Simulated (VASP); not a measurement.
# CuB4 (Im-3m) in VASP: a series of runs, part 2 of 2

VASP 6.6.1. Earlier steps stand in the parts before.

### 3 Relaxation of cell and atoms, PBE

This run uses another cell than the first one, of 8.93 Å³/atom, 1.003 times its volume.

The input, INCAR:

```
  PREC = Accurate
  ENCUT = 600
  EDIFF = 1E-7
  ISMEAR = 0
  SIGMA = 0.1
  LREAL = False
  LASPH = True
  NELM = 100
  ALGO = Normal
  ISIF = 3
  LWAVE = False
  LCHARG = False
  GGA = PE
  IBRION = 2
  NSW = 100
  EDIFFG = -0.01
```

The input, KPOINTS:

```
Automatic mesh
0
Gamma
  12 12 12
```

The input, POSCAR:

```
CuB4
1.0
   -2.2350217834      2.2350217834      2.2350217834
    2.2350217834     -2.2350217834      2.2350217834
    2.2350217834      2.2350217834     -2.2350217834
Cu B
1 4
Direct
    0.0000000000      0.0000000000      0.0000000000
    0.0000000000      0.0000000000      0.5000000000
    0.5000000000      0.0000000000      0.0000000000
    0.5000000000      0.5000000000      0.5000000000
    0.0000000000      0.5000000000      0.0000000000
```

Potentials or basis: VASP PAW PBE potentials, release 64 (Cu, B).

Launch:

```console
$ cat potpaw_PBE.64/Cu/POTCAR potpaw_PBE.64/B/POTCAR > POTCAR
$ mpirun -np 1 vasp_std > vasp.out
```

OUTCAR:

```text
PREC = Accurate
   ENCUT = 600
   EDIFF = 1E-7
   ISMEAR = 0
   LREAL = False
   LASPH = True
   NELM = 100
   ISIF = 3
   GGA = PE
   IBRION = 2
   NSW = 100
   EDIFFG = -0.01

 ion  position               nearest neighbor table
   1  0.000  0.000  0.000-   2 1.94   3 1.94   4 1.94   5 1.94   2 1.94   5 1.94   3 1.94   4 1.94

   2  0.000  0.000  0.500-   1 1.94   1 1.94
   3  0.500  0.000  0.000-   1 1.94   1 1.94
   4  0.500  0.500  0.500-   1 1.94   1 1.94
   5  0.000  0.500  0.000-   1 1.94   1 1.94

  LATTYP: Found a body centered cubic cell.
 ALAT       =     4.4700435668

  Lattice vectors:

 A1 = (  -2.2350217834,   2.2350217834,   2.2350217834)
 A2 = (   2.2350217834,  -2.2350217834,   2.2350217834)
 A3 = (   2.2350217834,   2.2350217834,  -2.2350217834)

Analysis of symmetry for initial positions (statically):
=====================================================================
 Subroutine PRICEL returns:
 Original cell was already a primitive cell.

 Routine SETGRP: Setting up the symmetry group for a
 body centered cubic supercell.

 Subroutine GETGRP returns: Found 48 space group operations
 (whereof 48 operations were pure point group operations)
 out of a pool of 48 trial point group operations.

The static configuration has the point symmetry O_h .

Analysis of symmetry for dynamics (positions and initial velocities):
=====================================================================
 Subroutine PRICEL returns:
 Original cell was already a primitive cell.

 Routine SETGRP: Setting up the symmetry group for a
 body centered cubic supercell.

 Subroutine GETGRP returns: Found 48 space group operations
 (whereof 48 operations were pure point group operations)
 out of a pool of 48 trial point group operations.

[... 145 lines left out ...]
--------------------------------------- Ionic step        1  -------------------------------------------

 number of electron      23.0000008 magnetization

 Free energy of the ion-electron system (eV)
  ---------------------------------------------------
  ext. energy  EPLUGINS =         0.00000000
  ---------------------------------------------------
  free energy    TOTEN  =       -23.32819965 eV

  energy without entropy =      -23.31807493  energy(sigma->0) =      -23.32313729

------------------------ aborting loop because EDIFF is reached ----------------------------------------

  FORCE on cell =-STRESS in cart. coord.  units (eV):
  Direction    XX          YY          ZZ          XY          YZ          ZX
  --------------------------------------------------------------------------------------
  -------------------------------------------------------------------------------------
  Total       -0.1574122     -0.1574122     -0.1574122     -0.0000000     -0.0000000     -0.0000000
  in kB       -5.6473376     -5.6473376     -5.6473376     -0.0000000     -0.0000000     -0.0000000
  external PRESSURE =      -5.6473376 kB  Pullay stress =       0.0000000 kB
[... 65 lines left out ...]
--------------------------------------- Ionic step        3  -------------------------------------------

 number of electron      23.0000009 magnetization

 Free energy of the ion-electron system (eV)
  ---------------------------------------------------
  ext. energy  EPLUGINS =         0.00000000
  ---------------------------------------------------
  free energy    TOTEN  =       -23.32835599 eV

  energy without entropy =      -23.31827172  energy(sigma->0) =      -23.32331386

 E-fermi :   6.3613     XC(G=0): -11.7555

 val. band max:        6.3604074273   @ k =   0.4167   0.1667   0.0000
 cond. band min:       6.3859461422   @ k =   0.3333   0.0833   0.0833
 fundamental gap:      0.0255387150
 Fermi energy:         6.3613160509

 k-point     1 :       0.0000    0.0000    0.0000
  band No.  band energies     occupation
      1      -7.3415      2.00000
      2      -0.8546      2.00000
      3      -0.8546      2.00000
      4      -0.8546      2.00000
      5       0.5006      2.00000
      6       0.5006      2.00000
      7       2.5277      2.00000
      8       2.5277      2.00000
      9       2.5277      2.00000
     10       4.3405      2.00000
     11       4.3405      2.00000
     12       4.3405      2.00000
     13       7.5162      0.00000
     14       7.5162      0.00000
[... 401 lines left out ...]
      2      -3.6187      2.00000
      3      -1.6835      2.00000
      4      -1.2359      2.00000
      5      -0.4232      2.00000
      6       0.1592      2.00000
      7       0.2886      2.00000
      8       0.6624      2.00000
      9       1.6623      2.00000
     10       5.3200      2.00000
     11       5.4980      2.00000
     12       6.8162      0.00000
     13       8.4623      0.00000
     14       9.8703      0.00000
     15      10.4613      0.00000

 [... further k-points ...]

------------------------ aborting loop because EDIFF is reached ----------------------------------------

  FORCE on cell =-STRESS in cart. coord.  units (eV):
  Direction    XX          YY          ZZ          XY          YZ          ZX
  --------------------------------------------------------------------------------------
  -------------------------------------------------------------------------------------
  Total       -0.0012575     -0.0012575     -0.0012575      0.0000000      0.0000000     -0.0000000
  in kB       -0.0452192     -0.0452192     -0.0452192      0.0000000      0.0000000     -0.0000000
  external PRESSURE =      -0.0452192 kB  Pullay stress =       0.0000000 kB
[... 20 lines left out ...]
  FREE ENERGIE OF THE ION-ELECTRON SYSTEM (eV)
  ---------------------------------------------------
  free  energy   TOTEN  =       -23.3283559950 eV

  energy  without entropy=      -23.3182717221  energy(sigma->0) =      -23.32331386

 reached required accuracy - stopping structural energy minimisation
```

CONTCAR:

```text
CuB4
   1.00000000000000
    -2.2332783178407247    2.2332783178407247    2.2332783178407247
     2.2332783178407247   -2.2332783178407247    2.2332783178407247
     2.2332783178407247    2.2332783178407247   -2.2332783178407247
  Cu              B
     1     4
Direct
     0.0000000000000000    0.0000000000000000    0.0000000000000000
     0.0000000000000000    0.0000000000000000    0.5000000000000000
     0.5000000000000000    0.0000000000000000    0.0000000000000000
     0.5000000000000000    0.5000000000000000    0.5000000000000000
     0.0000000000000000    0.5000000000000000    0.0000000000000000

  0.00000000E+00  0.00000000E+00  0.00000000E+00
  0.00000000E+00  0.00000000E+00  0.00000000E+00
  0.00000000E+00  0.00000000E+00  0.00000000E+00
  0.00000000E+00  0.00000000E+00  0.00000000E+00
  0.00000000E+00  0.00000000E+00  0.00000000E+00
```

Wall time 46 s (1 thread of Intel Xeon 6975P-C (Granite Rapids), shared host); peak memory 0.21 GiB.

What came out:

```
Free energy                            : -23.3284 eV
Relaxed volume                         : 8.91 Å³/atom
Relaxed cell                           : a = 3.868 Å, b = 3.868 Å, c = 3.868 Å, α = 109.47°, β = 109.47°, γ = 109.47°
Space group after relaxing (to 0.05 Å) : Im-3m (No. 229)
Energy gained by relaxing              : 0.0 meV/atom
Ionic steps                            : 3
Pressure after relaxing                : 0.0 GPa
```

The path:
| step | energy change (eV) | largest force (eV/Å) | pressure (GPa) | volume (Å³) |
| --- | --- | --- | --- | --- |
| 1 | 0.0000 | 0.0000 | -0.56 | 44.66 |
| 2 | 0.0000 | 0.0000 | 0.44 | 44.46 |
| 3 | -0.0002 | 0.0000 | 0.00 | 44.55 |

Final structure:
```yaml
crystal:
  lattice:
    - [-2.23328, 2.23328, 2.23328]
    - [2.23328, -2.23328, 2.23328]
    - [2.23328, 2.23328, -2.23328]
  atoms:
    - { symbol: Cu, position: [0.00000, 0.00000, 0.00000] }
    - { symbol: B, position: [0.00000, 0.00000, 0.50000] }
    - { symbol: B, position: [0.50000, 0.00000, 0.00000] }
    - { symbol: B, position: [0.50000, 0.50000, 0.50000] }
    - { symbol: B, position: [0.00000, 0.50000, 0.00000] }
```

### 4 Single point, PBE

This run uses another cell than the first one, of 8.36 Å³/atom, 0.938 times its volume.

The input, INCAR:

```
SYSTEM = CuB4
PREC     = Accurate       ! precision mode
ENCUT    = 520            ! plane-wave cutoff, eV
EDIFF    = 1E-7           ! SCF threshold, eV
ISMEAR   = 0              ! smearing method
SIGMA    = 0.1            ! smearing width, eV
LREAL    = .FALSE.        ! projectors in reciprocal space
LASPH    = .TRUE.         ! aspherical terms in the spheres
NELM     = 100            ! most SCF steps
ALGO     = Normal         ! electronic algorithm
ISIF     = 2              ! what is computed and relaxed
LWAVE    = .FALSE.        ! write WAVECAR
LCHARG   = .FALSE.        ! write CHGCAR
GGA      = PE             ! functional
NBANDS   = 20             ! bands
```

The input, KPOINTS:

```
Automatic mesh
0
G
  6 6 6
  0 0 0
```

POSCAR: that of step 3 with these lines changed.

```diff
@@ -2,5 +2,5 @@
 1.0
-   -2.2350217834      2.2350217834      2.2350217834
-    2.2350217834     -2.2350217834      2.2350217834
-    2.2350217834      2.2350217834     -2.2350217834
+   -2.1862101100      2.1862101100      2.1862101100
+    2.1862101100     -2.1862101100      2.1862101100
+    2.1862101100      2.1862101100     -2.1862101100
 Cu B
```

Potentials or basis: VASP PAW PBE potentials, release 64 (Cu, B).

Launch:

```console
$ cat potpaw_PBE.64/Cu/POTCAR potpaw_PBE.64/B/POTCAR > POTCAR
$ mpirun -np 1 vasp_std > vasp.out
```

OUTCAR:

```text
SYSTEM = CuB4
   PREC = Accurate
   ENCUT = 520
   EDIFF = 1E-7
   ISMEAR = 0
   LREAL = .FALSE.
   LASPH = .TRUE.
   NELM = 100
   ISIF = 2
   GGA = PE

 ion  position               nearest neighbor table
   1  0.000  0.000  0.000-   2 1.89   3 1.89   4 1.89   5 1.89   2 1.89   5 1.89   3 1.89   4 1.89

   2  0.000  0.000  0.500-   1 1.89   1 1.89
   3  0.500  0.000  0.000-   1 1.89   1 1.89
   4  0.500  0.500  0.500-   1 1.89   1 1.89
   5  0.000  0.500  0.000-   1 1.89   1 1.89

  LATTYP: Found a body centered cubic cell.
 ALAT       =     4.3724202200

  Lattice vectors:

 A1 = (  -2.1862101100,   2.1862101100,   2.1862101100)
 A2 = (   2.1862101100,  -2.1862101100,   2.1862101100)
 A3 = (   2.1862101100,   2.1862101100,  -2.1862101100)

Analysis of symmetry for initial positions (statically):
=====================================================================
 Subroutine PRICEL returns:
 Original cell was already a primitive cell.

 Routine SETGRP: Setting up the symmetry group for a
 body centered cubic supercell.

 Subroutine GETGRP returns: Found 48 space group operations
 (whereof 48 operations were pure point group operations)
 out of a pool of 48 trial point group operations.

The static configuration has the point symmetry O_h .

Analysis of symmetry for dynamics (positions and initial velocities):
=====================================================================
 Subroutine PRICEL returns:
 Original cell was already a primitive cell.

 Routine SETGRP: Setting up the symmetry group for a
 body centered cubic supercell.

 Subroutine GETGRP returns: Found 48 space group operations
 (whereof 48 operations were pure point group operations)
 out of a pool of 48 trial point group operations.

The dynamic configuration has the point symmetry O_h .

 Subroutine INISYM returns: Found 48 space group operations
 (whereof 48 operations are pure point group operations),
 and found     1 'primitive' translations

----------------------------------------------------------------------------------------

                                     Primitive cell

  volume of cell :      41.7961

  direct lattice vectors                    reciprocal lattice vectors
    -2.186210110  2.186210110  2.186210110     0.000000000  0.228706288  0.228706288
     2.186210110 -2.186210110  2.186210110     0.228706288  0.000000000  0.228706288
     2.186210110  2.186210110 -2.186210110     0.228706288  0.228706288  0.000000000

  length of vectors
     3.786626987  3.786626987  3.786626987     0.323439535  0.323439535  0.323439535

  position of ions in fractional coordinates (direct lattice)
     0.000000000  0.000000000  0.000000000
     0.000000000  0.000000000  0.500000000
     0.500000000  0.000000000  0.000000000
     0.500000000  0.500000000  0.500000000
     0.000000000  0.500000000  0.000000000

  ion indices of the primitive-cell ions
   primitive index   ion index
                 1           1
                 2           2
                 3           3
                 4           4
                 5           5

----------------------------------------------------------------------------------------

 KPOINTS: Automatic mesh

Automatic generation of k-mesh.
 Grid dimensions read from file:
 generate k-points for:    6    6    6

 Generating k-lattice:

  Cartesian coordinates                     Fractional coordinates (reciprocal lattice)
     0.000000000  0.038117715  0.038117715     0.166666667  0.000000000  0.000000000
     0.038117715  0.000000000  0.038117715     0.000000000  0.166666667  0.000000000
     0.038117715  0.038117715  0.000000000     0.000000000  0.000000000  0.166666667

  Length of vectors
     0.053906589  0.053906589  0.053906589

  Shift w.r.t. Gamma in fractional coordinates (k-lattice)
     0.000000000  0.000000000  0.000000000

 Subroutine IBZKPT returns following result:
 ===========================================

 Found     16 irreducible k-points:

 Following reciprocal coordinates:
            Coordinates               Weight
  0.000000  0.000000  0.000000      1.000000
  0.166667  0.000000  0.000000     12.000000
  0.333333  0.000000  0.000000     12.000000
  0.500000  0.000000  0.000000      6.000000
  0.166667  0.166667  0.000000     24.000000
  0.333333  0.166667 -0.000000     48.000000
[... 8 lines left out ...]
  0.500000  0.500000  0.333333     12.000000
  0.500000  0.500000  0.500000      1.000000
   k-points           NKPTS =     16   k-points in BZ     NKDIM =     16   number of bands    NBANDS=     20
   number of dos      NEDOS =    301   number of ions     NIONS =      5
   total plane-waves  NPLWV =  21952
   dimension x,y,z NGX =    28 NGY =   28 NGZ =   28
   dimension x,y,z NGXF=    56 NGYF=   56 NGZF=   56
   ions per type =               1   4
   NGX,Y,Z   is equivalent  to a cutoff of  12.29, 12.29, 12.29 a.u.
   NGXF,Y,Z  is equivalent  to a cutoff of  24.59, 24.59, 24.59 a.u.
 SYSTEM =  CuB4
   PREC   = accura    normal or accurate (medium, high low for compatibility)
   ISTART =      0    job   : 0-new  1-cont  2-samecut
   ICHARG =      2    charge: 1-file 2-atom 10-const
   ISPIN  =      1    spin polarized calculation?
   LNONCOLLINEAR =      F non collinear calculations
   LSORBIT =      F    spin-orbit coupling
   LASPH  =      T    aspherical Exc in radial PAW
   ENCUT  =  520.0 eV  38.22 Ry    6.18 a.u.   7.04  7.04  7.04*2*pi/ulx,y,z
   NELM   =    100;   NELMIN=  2; NELMDL= -5     # of ELM steps
   EDIFF  = 0.1E-06   stopping-criterion for ELM
   LREAL  =      F    real-space projection
   EDIFFG = 0.1E-05   stopping-criterion for IOM
   NSW    =      0    number of steps for IOM
   IBRION =     -1    ionic relax: 0-MD 1-quasi-New 2-CG
   NFREE  =      0    steps in history (QN), initial steepest desc. (CG)
   ISIF   =      2    stress and relaxation
   ISYM   =      2    0-nonsym 1-usesym 2-fastsym
   POTIM  = 0.5000    time-step for ionic-motion
   TEBEG  =    0.0;   TEEND  =   0.0 temperature during run
   PSTRESS=    0.0 pullay stress
   NELECT =      23.0000    total number of electrons
   NUPDOWN=      -1.0000    fix difference up-down
   EMIN   =  10.00;   EMAX   =-10.00  energy-range for DOS
[... 5 lines left out ...]
     AMIX     =   0.40;   BMIX     =  1.00
     AMIX_MAG =   1.60;   BMIX_MAG =  1.00
  volume/ion in A,a.u.               =       8.36        56.41
  Fermi-wavevector in a.u.,A,eV,Ry     =   1.341546  2.535154 24.487024  1.799745
  Thomas-Fermi vector in A             =   2.469771
   LORBIT       =      0    0 simple, 1 ext, 2 COOP (PROOUT), +10 PAW based schemes
   GGA     = PE    functional components
   LHFCALC =     F    Hartree Fock is set to
   AEXX    =    0.0000 exact exchange contribution
   IVDW    =     0    specifies the selected vdW correction
   LEPSILON=     F    determine dielectric tensor
   LRPA    =     F    only Hartree local field effects (RPA)
 non-spin polarized calculation
 Gauss-broadening in eV      SIGMA  =   0.10
  energy-cutoff  :      520.00
  volume of cell :       41.80
 maximum number of plane-waves:      1157
   NGX = 15   NGY = 15   NGZ = 15

 number of electron      23.0000014 magnetization

 Free energy of the ion-electron system (eV)
  ---------------------------------------------------
  ext. energy  EPLUGINS =         0.00000000
  ---------------------------------------------------
  free energy    TOTEN  =       -23.19734394 eV

  energy without entropy =      -23.18227575  energy(sigma->0) =      -23.18980985

 E-fermi :   6.8255     XC(G=0): -12.0397

 val. band max:        6.8158183630   @ k =   0.3333   0.1667  -0.0000
 cond. band min:       6.9017939749   @ k =   0.3333   0.3333   0.0000
 fundamental gap:      0.0859756119
 Fermi energy:         6.8254574549

 k-point     1 :       0.0000    0.0000    0.0000
  band No.  band energies     occupation
      1      -7.2154      2.00000
      2      -0.5157      2.00000
      3      -0.5157      2.00000
      4      -0.5157      2.00000
      5       0.8699      2.00000
      6       0.8699      2.00000
[... 12 lines left out ...]
     19      14.8022      0.00000
[... 329 lines left out ...]
      4      -0.7830      2.00000
      5      -0.7830      2.00000
      6      -0.7830      2.00000
[... 12 lines left out ...]
     19      17.9507      0.00000
     20      17.9508      0.00000

------------------------ aborting loop because EDIFF is reached ----------------------------------------

  FORCE on cell =-STRESS in cart. coord.  units (eV):
  Direction    XX          YY          ZZ          XY          YZ          ZX
  --------------------------------------------------------------------------------------
  -------------------------------------------------------------------------------------
  Total        3.8052864      3.8052864      3.8052864     -0.0000000     -0.0000000     -0.0000000
  in kB      145.8687455    145.8687455    145.8687455     -0.0000000     -0.0000000     -0.0000000
  external PRESSURE =     145.8687455 kB  Pullay stress =       0.0000000 kB

 VOLUME and BASIS-vectors are now :
 -----------------------------------------------------------------------------
  energy-cutoff  :      520.00
  volume of cell :       41.80
      direct lattice vectors                 reciprocal lattice vectors
    -2.186210110  2.186210110  2.186210110     0.000000000  0.228706288  0.228706288
     2.186210110 -2.186210110  2.186210110     0.228706288  0.000000000  0.228706288
     2.186210110  2.186210110 -2.186210110     0.228706288  0.228706288  0.000000000

 POSITION                                       TOTAL-FORCE (eV/Angst)
 -----------------------------------------------------------------------------------
      0.00000      0.00000      0.00000        -0.000000     -0.000000     -0.000000
      1.09311      1.09311     -1.09311         0.000000      0.000000      0.000000
     -1.09311      1.09311      1.09311         0.000000      0.000000     -0.000000
      1.09311      1.09311      1.09311         0.000000     -0.000000     -0.000000
      1.09311     -1.09311      1.09311        -0.000000     -0.000000     -0.000000
 -----------------------------------------------------------------------------------
    total drift:                               -0.000000     -0.000000     -0.000000

  FREE ENERGIE OF THE ION-ELECTRON SYSTEM (eV)
  ---------------------------------------------------
  free  energy   TOTEN  =       -23.1973439432 eV

  energy  without entropy=      -23.1822757483  energy(sigma->0) =      -23.18980985
```

It took 8.1 s on 1 thread of Intel Xeon 6975P-C (Granite Rapids), shared host; peak memory 0.15 GiB.

What came out:

```yaml
Free_energy: -23.1973 eV
Pressure: 14.6 GPa
```

### 5 Summary

| task | cell | k mesh | cutoff (eV) | gap on the mesh (eV) | pressure (GPa) |
| --- | --- | --- | --- | --- | --- |
| single point | a = 3.868 Å, angles 109.5°, 5 atoms | 12 × 12 × 12 | 520 | none | -0.1 |
| relaxation of cell and atoms | relaxed from a = 3.871 Å, angles 109.5°, 5 atoms | 12 × 12 × 12 | 600 | none | 0.0 |
| single point | a = 3.787 Å, angles 109.5°, 5 atoms | 6 × 6 × 6 | 520 | none | 14.6 |

Alike in all rows: level PBE; potentials or basis VASP PAW PBE potentials, release 64 (Cu, B); no spin polarisation; smearing gaussian 0.1 eV.

Absolute energies hang on the potentials; compare differences alone.
